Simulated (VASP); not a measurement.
LiF: single point with PBE

The system is LiF.

```
Li F
1.0
     0.00000    2.11244    2.11244
     2.11244    0.00000    2.11244
     2.11244    2.11244    0.00000
Li F
1 1
Direct
  0.00000 0.00000 0.00000
  0.25000 0.25000 0.25000
```

This cell differs from its parent crystal: strain -1.5%.

```json
{
 "Program": "VASP 6.6.1",
 "Task": "single point",
 "Functional": "PBE",
 "Potentials or basis": "VASP PAW PBE potentials, release 64 (Li_sv, F)",
 "Cutoff": "520 eV",
 "k mesh": "10 × 10 × 10",
 "Occupations": "fermi-dirac, width 0.02 eV",
 "Spin": "no spin polarisation"
}
```

```
Band gap on the k mesh : 8.17 eV, direct
```

Levels at points of the mesh, in eV from the valence-band top:
| k point | band 2 | band 3 | band 4 | band 5 | band 6 | band 7 | band 8 | band 9 |
| --- | --- | --- | --- | --- | --- | --- | --- | --- |
| (0.00, 0.00, 0.00) | -19.41 | 0.00 | 0.00 | 0.00 | 8.17 | 19.89 | 19.89 | 19.89 |
| (0.50, 0.00, 0.00) | -19.21 | -2.12 | -0.28 | -0.28 | 12.26 | 15.42 | 19.52 | 19.52 |
| (0.50, 0.50, 0.00) | -19.16 | -1.49 | -0.86 | -0.86 | 10.74 | 16.33 | 20.05 | 20.05 |

Run time: 25 s on 1 thread of AMD EPYC 7R13, on a shared host, peak memory 0.1 GiB.

Caveat: the cell differs from its parent crystal (strain -1.5%). A k mesh can miss the band edges.
